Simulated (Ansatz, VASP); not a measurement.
B3As: VASP beside Ansatz

```xyz
4
Lattice="4.1670 0.0000 0.0000 0.0000 4.1670 0.0000 0.0000 0.0000 4.1670" Properties=species:S:1:pos:R:3 pbc="T T T"
B     2.0835    0.0000    0.0000
B     0.0000    2.0835    0.0000
B     0.0000    0.0000    2.0835
As    0.0000    0.0000    0.0000
```

Change from the starting cell: species swapped into the Cu3N type (Pm-3m, No. 221).

Alike in both runs: functional PBE; k mesh 12 × 12 × 12; occupations gaussian, width 0.1 eV; no spin polarisation.

Ansatz relaxed the structure, and its values are those at the end. VASP's run is a single point on that final structure, the one shown.

```csv
,VASP,Ansatz
version,VASP 6.6.1,Ansatz 0.2.0
potentials or method,"VASP PAW PBE potentials, release 64 (B, As), cutoff 520 eV","scalar-relativistic, plane waves, PAW"
valence electrons in the cell,14,24
```

Ansatz gave:

- gap on the k mesh at the Fermi level (eV): none
- pressure (GPa): 0.0

Task: What did VASP give for the same quantities?

Result: gap on the k mesh at the Fermi level (eV): none; pressure (GPa): 0.4.

A gap of «none» marks a metal or a gap that the smearing closes. VASP's potentials hold 14 valence electrons a cell and Ansatz's 24, so a difference there can come from the potentials and not from the codes.
